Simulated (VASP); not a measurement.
Wanted: the native input for a VASP 6.6.1 run.

```yaml
Task: single point
Functional: PBE
Dispersion: D3(BJ)
Potentials_or_basis: VASP PAW PBE potentials, release 64 (As, H)
Cutoff: 520 eV
k_mesh: 9 × 9 × 1
Occupations: gaussian, width 0.1 eV
Spin: no spin polarisation
Dipole_correction: yes
Further_INCAR_settings: ALGO = Normal; EDIFF = 1e-06; NBANDS = 24
```

The structure of As6H lies in POSCAR:

```
As6H
1.0
    3.7828824949      0.0000000000      0.0000000000
   -1.8914412475      3.2760723401      0.0000000000
    0.0000000000      0.0000000000     27.0246822174
As H
6 1
Direct
    0.3333333333      0.6666666667      0.3145272877
    0.6666666667      0.3333333333      0.3621548853
    0.0000000000      0.0000000000      0.4391829909
    0.3333333333      0.6666666667      0.4877476049
    0.6666666667      0.3333333333      0.5578698615
    0.0000000000      0.0000000000      0.6093364152
    0.3333333333      0.6666666667      0.6281434770
```

The input as run:

INCAR

```
PREC = Accurate ; ENCUT = 520
EDIFF = 1E-6 ; ISMEAR = 0
SIGMA = 0.1 ; LREAL = F
LASPH = T ; NELM = 100
ALGO = Normal ; ISIF = 2
LWAVE = F ; LCHARG = F
LDIPOL = T ; IDIPOL = 3
DIPOL = 0.5 0.5 0.486 ; GGA = PE
IVDW = 12 ; NBANDS = 24
```

KPOINTS

```
regular mesh
0
Gamma
  9 9 1
```

Potentials or basis: VASP PAW PBE potentials, release 64 (As, H).

Launch:

```sh
$ cat potpaw_PBE.64/As/POTCAR potpaw_PBE.64/H/POTCAR > POTCAR
$ mpirun -np 1 vasp_std > vasp.out
```

It gave:

* Largest force: 0.279 eV/Å
* Band gap on the k mesh: zero (an odd number of electrons rules out a gap without spin polarisation)
* Dispersion energy per atom: -0.312 eV

It took 5 min on 1 thread of AMD EPYC 7R43 64-Core Processor (Zen 3), with other jobs on the host, peak memory 0.37 GiB.
